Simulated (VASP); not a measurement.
# Al36O (a cell with a defect) in VASP: further runs

The runs below take Al36O (a cell with a defect) through single point, with PBE, r2SCAN.

All numbers are computed with VASP 6.6.1; they aren't measurements. Logs are shortened: lines on timing, memory, paths and dates and some standing lists are left out, and cuts for length are marked.

## (1) The cell of the first run

The cell holds a defect, 37 atoms: a = 8.568 Å, b = 8.568 Å, c = 11.424 Å, α = 60.00°, β = 60.00°, γ = 60.00°.

## (2) Single point, PBE

Contents of INCAR:

```
SYSTEM = Al36O
ALGO = Normal
EDIFF = 1E-7
ENCUT = 520
GGA = PE
ISIF = 2
ISMEAR = 1
KPAR = 4
LASPH = .True.
LCHARG = .False.
LREAL = Auto
LWAVE = .False.
NBANDS = 81
NELM = 80
PREC = Accurate
SIGMA = 0.1
```

Contents of KPOINTS:

```
k-points
0
Gamma
  4 4 3
  0 0 0
```

Contents of POSCAR:

```
Al36O
1.0
    0.0000000000      6.0583944000      6.0583944000
    6.0583944000      0.0000000000      6.0583944000
    8.0778592000      8.0778592000      0.0000000000
Al O
36 1
Direct
    0.0004733700     -0.0010889100     -0.0014083400
    0.0015251000     -0.0000045900      0.2474702000
    0.0017066600      0.0001653200      0.4993511200
    0.0001052100     -0.0014598800      0.7502662600
    0.0010802700      0.3359433200     -0.0021008500
    0.0005509500      0.3350218200      0.2492500000
   -0.0001224000      0.3352389800      0.4981779100
   -0.0154050100      0.3381615000      0.7528469900
    0.0012886500      0.6660512500     -0.0003288800
    0.0006387200      0.6680734200      0.2475899600
   -0.0004592500      0.6691590200      0.4963670800
    0.0002718600      0.6687530800      0.7497870100
    0.3374914500     -0.0004691800     -0.0020889000
    0.3365837100     -0.0010058200      0.2492623400
    0.3368238200     -0.0016861900      0.4981884600
    0.3396857700     -0.0169878400      0.7529101600
    0.3345844800      0.3330400900      0.0009965000
    0.3341278300      0.3325442000      0.2483892400
    0.3425056100      0.3410797100      0.4826566400
    0.3410316400      0.3394686700      0.7524425400
    0.3350687200      0.6650459900      0.0001247300
    0.3373884300      0.6688615300      0.2449977400
    0.3374244700      0.6672815700      0.4971186000
    0.3359356100      0.6667750900      0.7480624900
    0.6676098500     -0.0002674100     -0.0003304100
    0.6696481800     -0.0009347300      0.2475808600
    0.6706656500     -0.0019760500      0.4963682900
    0.6703094300     -0.0012987700      0.7497872100
    0.6666315200      0.3335294000      0.0000955000
    0.6703814700      0.3358219000      0.2450208400
    0.6688198800      0.3358606100      0.4971205900
    0.6683210300      0.3343710700      0.7480631400
    0.6680235500      0.6664711600     -0.0012960000
    0.6686289900      0.6670464900      0.2481908300
    0.6685382900      0.6669665700      0.4980665400
    0.6687463900      0.6672141400      0.7477060700
    0.2527338300      0.2511428100      0.6839681300
```

Potentials or basis: VASP PAW PBE potentials, release 64 (Al, O).

Started as:

```sh
$ cat potpaw_PBE.64/Al/POTCAR potpaw_PBE.64/O/POTCAR > POTCAR
$ mpirun -np 4 vasp_std > vasp.out
```

OUTCAR:

```text
SYSTEM = Al36O
   EDIFF = 1E-7
   ENCUT = 520
   GGA = PE
   ISIF = 2
   ISMEAR = 1
   LASPH = .True.
   LREAL = Auto
   NELM = 80
   PREC = Accurate

 ion  position               nearest neighbor table
   1  0.000  0.999  0.999-  26 2.84  10 2.84   4 2.84   9 2.84  25 2.84   2 2.85  16 2.86   8 2.86
                            29 2.86  21 2.86   5 2.89  13 2.89
   2  0.002  1.000  0.247-  11 2.84  27 2.84  26 2.85  10 2.85   1 2.85  30 2.86  22 2.86   5 2.86
                            13 2.86   6 2.88  14 2.88   3 2.88
   3  0.002  0.000  0.499-  28 2.85  12 2.85   4 2.85   7 2.86  15 2.86  11 2.86  27 2.86   6 2.86
                            14 2.86  31 2.86  23 2.86   2 2.88
   4  0.000  0.999  0.750-  12 2.83  28 2.83   1 2.84   9 2.85  25 2.85   3 2.85  24 2.86  32 2.86
                            16 2.86   8 2.86   7 2.88  15 2.88
   5  0.001  0.336  0.998-  30 2.83   9 2.84  33 2.84  12 2.84  20 2.86  17 2.86   8 2.86  29 2.86
                             2 2.86   6 2.87  13 2.88   1 2.89
   6  0.001  0.335  0.249-  31 2.84   7 2.84  18 2.84   9 2.84  34 2.84  10 2.84  17 2.85  30 2.85
                             3 2.86   5 2.87   2 2.88  14 2.88
   7  1.000  0.335  0.498-  31 2.84  35 2.84   6 2.84  32 2.85  11 2.85   3 2.86  10 2.86   8 2.86
                            18 2.86  19 2.88   4 2.88  15 2.89
   8  0.985  0.338  0.753-  37 1.88  32 2.75  36 2.76  29 2.78   7 2.86   1 2.86   4 2.86   5 2.86
                            12 2.88  11 2.88  16 3.04  20 3.06  19 3.08
   9  0.001  0.666  1.000-  10 2.84   5 2.84   1 2.84   6 2.84  34 2.84  12 2.85   4 2.85  17 2.85
[... 40 lines left out ...]
                             5 2.86   1 2.86  32 2.87  36 2.87
  30  0.670  0.336  0.245-  19 2.76  33 2.82  29 2.82   5 2.83  34 2.85   6 2.85  22 2.85   2 2.86
                            31 2.87  26 2.87  18 2.88  27 2.88
  31  0.669  0.336  0.497-   6 2.84  23 2.84   7 2.84  34 2.84  35 2.84  32 2.86  19 2.86   3 2.86
                            20 2.86  30 2.87  28 2.89  27 2.89
  32  0.668  0.334  0.748-   8 2.75  20 2.76   7 2.85  24 2.85  36 2.85  35 2.85  28 2.86  31 2.86
                             4 2.86  29 2.87  25 2.87  17 2.87
  33  0.668  0.666  0.999-  22 2.82  30 2.82   5 2.84  13 2.84  28 2.85  12 2.85  29 2.85  21 2.85
                            34 2.86  25 2.86   9 2.86  36 2.86
  34  0.669  0.667  0.248-  31 2.84  23 2.84   6 2.84  14 2.84   9 2.84  25 2.84  26 2.85  10 2.85
                            30 2.85  22 2.85  35 2.85  33 2.86
  35  0.669  0.667  0.498-  11 2.84  27 2.84  15 2.84   7 2.84  23 2.84  31 2.84  32 2.85  24 2.85
                            10 2.85  26 2.85  36 2.85  34 2.85
  36  0.669  0.667  0.748-  16 2.76   8 2.76  24 2.85  32 2.85  11 2.85  27 2.85  35 2.85  28 2.86
                            12 2.86  33 2.86  29 2.87  21 2.87
  37  0.253  0.251  0.684-  20 1.87  16 1.88   8 1.88  19 1.88

  LATTYP: Found a base centered monoclinic cell.
 ALAT       =    14.8399749405
 B/A-ratio  =     0.5773502692
 C/A-ratio  =     0.7698003589
 COS(beta)  =    -0.5773502692

  Lattice vectors:

 A1 = (   0.0000000000,  -6.0583944000,  -6.0583944000)
 A2 = (  -6.0583944000,   0.0000000000,  -6.0583944000)
 A3 = (   8.0778592000,   8.0778592000,   0.0000000000)

Analysis of symmetry for initial positions (statically):
=====================================================================
 Subroutine PRICEL returns:
 Original cell was already a primitive cell.

 Routine SETGRP: Setting up the symmetry group for a
 base centered monoclinic supercell.

 Subroutine GETGRP returns: Found  1 space group operations
 (whereof  1 operations were pure point group operations)
 out of a pool of  4 trial point group operations.

The static configuration has the point symmetry C_1 .

Analysis of symmetry for dynamics (positions and initial velocities):
=====================================================================
 Subroutine PRICEL returns:
 Original cell was already a primitive cell.

 Routine SETGRP: Setting up the symmetry group for a
 base centered monoclinic supercell.

 Subroutine GETGRP returns: Found  1 space group operations
 (whereof  1 operations were pure point group operations)
 out of a pool of  4 trial point group operations.

The dynamic configuration has the point symmetry C_1 .

 Subroutine INISYM returns: Found  1 space group operations
 (whereof  1 operations are pure point group operations),
 and found     1 'primitive' translations

----------------------------------------------------------------------------------------

                                     Primitive cell

  volume of cell :     592.9818

[... 121 lines left out ...]
|        whereas your k-lattice is body-centered cubic.                       |
|                                                                             |
|     Results are often still useful ...                                      |
|                                                                             |
 -----------------------------------------------------------------------------

 Subroutine IBZKPT returns following result:
 ===========================================

 Found     26 irreducible k-points:

 Following reciprocal coordinates:
            Coordinates               Weight
  0.000000  0.000000  0.000000      1.000000
  0.250000  0.000000  0.000000      2.000000
  0.000000 -0.250000  0.000000      2.000000
  0.500000  0.000000  0.000000      1.000000
  0.000000  0.500000  0.000000      1.000000
  0.250000  0.250000  0.000000      2.000000
[... 16 lines left out ...]
  0.500000  0.500000  0.333333      2.000000
 -0.250000  0.500000  0.333333      2.000000
 [... further k-points ...]
   k-points           NKPTS =     26   k-points in BZ     NKDIM =     26   number of bands    NBANDS=     81
   number of dos      NEDOS =    301   number of ions     NIONS =     37
   total plane-waves  NPLWV = 368640
   dimension x,y,z NGX =    64 NGY =   64 NGZ =   90
   dimension x,y,z NGXF=   128 NGYF=  128 NGZF=  180
   ions per type =              36   1
   NGX,Y,Z   is equivalent  to a cutoff of  12.42, 12.42, 13.10 a.u.
   NGXF,Y,Z  is equivalent  to a cutoff of  24.84, 24.84, 26.19 a.u.
 SYSTEM =  Al36O
   PREC   = accura    normal or accurate (medium, high low for compatibility)
   ISTART =      0    job   : 0-new  1-cont  2-samecut
   ICHARG =      2    charge: 1-file 2-atom 10-const
   ISPIN  =      1    spin polarized calculation?
   LNONCOLLINEAR =      F non collinear calculations
   LSORBIT =      F    spin-orbit coupling
   LASPH  =      T    aspherical Exc in radial PAW
   ENCUT  =  520.0 eV  38.22 Ry    6.18 a.u.  15.93 15.93 21.24*2*pi/ulx,y,z
   NELM   =     80;   NELMIN=  2; NELMDL= -5     # of ELM steps
   EDIFF  = 0.1E-06   stopping-criterion for ELM
   LREAL  =      T    real-space projection
   EDIFFG = 0.1E-05   stopping-criterion for IOM
   NSW    =      0    number of steps for IOM
   IBRION =     -1    ionic relax: 0-MD 1-quasi-New 2-CG
   NFREE  =      0    steps in history (QN), initial steepest desc. (CG)
   ISIF   =      2    stress and relaxation
   ISYM   =      2    0-nonsym 1-usesym 2-fastsym
   POTIM  = 0.5000    time-step for ionic-motion
   TEBEG  =    0.0;   TEEND  =   0.0 temperature during run
   PSTRESS=    0.0 pullay stress
   NELECT =     114.0000    total number of electrons
   NUPDOWN=      -1.0000    fix difference up-down
   EMIN   =  10.00;   EMAX   =-10.00  energy-range for DOS
   EFERMI =   0.00;   METHOD = LEGACY
   ISMEAR =     1;   SIGMA  =   0.10  broadening in eV -4-tet -1-fermi 0-gaus
   EFERMI_NEDOS =   21; number of points for ismear=-14 and -15
   IALGO  =     38    algorithm
   IMIX   =      4    mixing-type and parameters
     AMIX     =   0.40;   BMIX     =  1.00
     AMIX_MAG =   1.60;   BMIX_MAG =  1.00
  volume/ion in A,a.u.               =      16.03       108.15
  Fermi-wavevector in a.u.,A,eV,Ry     =   0.944850  1.785507 12.146474  0.892741
  Thomas-Fermi vector in A             =   2.072694
   LORBIT       =      0    0 simple, 1 ext, 2 COOP (PROOUT), +10 PAW based schemes
   GGA     = PE    functional components
   LHFCALC =     F    Hartree Fock is set to
   AEXX    =    0.0000 exact exchange contribution
   IVDW    =     0    specifies the selected vdW correction
   LEPSILON=     F    determine dielectric tensor
   LRPA    =     F    only Hartree local field effects (RPA)
 non-spin polarized calculation
 Methfessel and Paxton  Order N= 1 SIGMA  =   0.10
  energy-cutoff  :      520.00
  volume of cell :      592.98
 maximum number of plane-waves:     16003
   NGX = 31   NGY = 31   NGZ = 43

 number of electron     113.9999999 magnetization

 Free energy of the ion-electron system (eV)
  ---------------------------------------------------
  ext. energy  EPLUGINS =         0.00000000
  ---------------------------------------------------
  free energy    TOTEN  =      -143.39703696 eV

  energy without entropy =     -143.40389335  energy(sigma->0) =     -143.39932243

 E-fermi :   8.0841     XC(G=0): -10.2584

 val. band max:        8.0832850607   @ k =  -0.2500   0.2500   0.0000
 cond. band min:       8.0931085361   @ k =   0.0000  -0.2500   0.0000
 fundamental gap:      0.0098234755
 Fermi energy:         8.0840824158

 k-point     1 :       0.0000    0.0000    0.0000
  band No.  band energies     occupation
      1     -13.4635      2.00000
      2      -2.9415      2.00000
      3      -1.5578      2.00000
      4      -1.2413      2.00000
      5      -0.9616      2.00000
      6      -0.8777      2.00000
[... 1717 lines left out ...]
     68       9.6217     -0.00000
     69       9.6945     -0.00000

 [... further k-points ...]

 [bands above 69 left out]

------------------------ aborting loop because EDIFF is reached ----------------------------------------

  FORCE on cell =-STRESS in cart. coord.  units (eV):
  Direction    XX          YY          ZZ          XY          YZ          ZX
  --------------------------------------------------------------------------------------
  -------------------------------------------------------------------------------------
  Total        4.5521984      4.5610295      6.7130432     -1.0143250      0.5707752      0.5750477
  in kB       12.2995835     12.3234442     18.1379693     -2.7406044      1.5421774      1.5537213
  external PRESSURE =      14.2536657 kB  Pullay stress =       0.0000000 kB

 VOLUME and BASIS-vectors are now :
 -----------------------------------------------------------------------------
  energy-cutoff  :      520.00
  volume of cell :      592.98
      direct lattice vectors                 reciprocal lattice vectors
     0.000000000  6.058394400  6.058394400    -0.082530117  0.082530117  0.082530117
     6.058394400  0.000000000  6.058394400     0.082530117 -0.082530117  0.082530117
     8.077859200  8.077859200  0.000000000     0.061897588  0.061897588 -0.061897588

 POSITION                                       TOTAL-FORCE (eV/Angst)
 -----------------------------------------------------------------------------------
     14.11828      8.06935      6.05467         0.027141      0.026092     -0.014027
      8.05740      2.00827      6.06761         0.088867      0.088147      0.079346
      4.03469      4.04403      0.01134        -0.075635     -0.078065      0.029921
     12.11010      6.06118      6.05019        -0.021618     -0.021846     -0.012910
     10.09617      8.06743      2.04182         0.039754      0.046373     -0.017865
      4.04310      2.01674      2.03303        -0.103582      0.047998     -0.060570
[... 29 lines left out ...]
     10.08211     10.09139      8.09378         0.052100      0.051839     -0.067470
      7.04652      7.05616      3.05268         0.007425      0.005848     -0.027908
 -----------------------------------------------------------------------------------
    total drift:                               -0.006645      0.000973      0.009635

  FREE ENERGIE OF THE ION-ELECTRON SYSTEM (eV)
  ---------------------------------------------------
  free  energy   TOTEN  =      -143.3970369646 eV

  energy  without entropy=     -143.4038933522  energy(sigma->0) =     -143.39932243
```

Run time: 45 min. Hardware: 4 MPI ranks of AMD EPYC 7R43 (Zen 3), shared host; peak memory 1.2 GiB.

What came out:

* Free energy: -143.3970 eV
* Pressure: 1.4 GPa
* Largest force: 0.344 eV/Å
* Band gap on the k mesh: zero (bands 57 and 58 overlap by 0.51 eV)

Forces on the atoms (eV/Å):
```
Al   0.027  0.026 -0.014
Al   0.089  0.088  0.079
Al  -0.076 -0.078  0.030
Al  -0.022 -0.022 -0.013
Al   0.040  0.046 -0.018
Al  -0.104  0.048 -0.061
Al  -0.019 -0.072  0.002
Al   0.196 -0.201 -0.153
Al   0.006 -0.021 -0.015
Al  -0.029  0.021  0.007
Al  -0.004  0.030  0.033
Al  -0.010  0.010  0.010
Al   0.047  0.039 -0.016
Al   0.047 -0.107 -0.057
Al  -0.072 -0.020  0.005
Al  -0.200  0.194 -0.153
Al   0.011  0.015  0.041
Al  -0.026 -0.027  0.035
Al  -0.168 -0.166  0.126
Al   0.201  0.202  0.193
Al  -0.072  0.026 -0.044
Al   0.051 -0.106 -0.013
Al   0.060 -0.008  0.045
Al   0.041  0.037 -0.066
Al  -0.020  0.006 -0.016
Al   0.023 -0.031  0.008
Al   0.029 -0.002  0.034
Al   0.009 -0.010  0.011
Al   0.024 -0.068 -0.045
Al  -0.107  0.050 -0.014
Al  -0.006  0.061  0.044
Al   0.035  0.042 -0.065
Al   0.001  0.001  0.069
Al   0.004  0.003  0.076
Al  -0.065 -0.065  0.010
Al   0.052  0.052 -0.067
O    0.007  0.006 -0.028
```

(Continued in part 2 of 3.)

The gap in the log of VASP goes by the Fermi energy; the results here count the filled bands.